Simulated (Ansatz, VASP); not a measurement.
**Two plane-wave programs on Pt**

```
Pt
1.0
    -1.55114    1.55114    1.55114
     1.55114   -1.55114    1.55114
     1.55114    1.55114   -1.55114
Pt
1
Direct
  0.00000 0.00000 0.00000
```

Alike in both runs: functional LDA; k mesh 19 × 19 × 19; occupations fermi-dirac, width 0.05 eV; no spin polarisation.

Ansatz relaxed the structure, and its values are those at the end. VASP's run is a single point on that final structure, the one shown.

|  | VASP | Ansatz |
| --- | --- | --- |
| version | VASP 6.6.1 | Ansatz 0.2.0 |
| potentials or method | VASP PAW LDA potentials, release 64 (Pt) | PAW with Ansatz's default frozen-core files, scalar-relativistic |
| plane-wave cutoff (eV) | 520 | 420 |
| valence electrons in the cell | 10 | 18 |

|  | VASP | Ansatz | Ansatz less VASP |
| --- | --- | --- | --- |
| pressure (GPa) | 0.7 | 0.0 | -0.74 |

LDA's correlation is that of Perdew and Zunger in VASP and of Perdew and Wang (1992) in Ansatz. VASP's potentials hold 10 valence electrons a cell and Ansatz's 18, so a difference there can come from the potentials and not from the codes.

Spin-orbit coupling is off throughout.
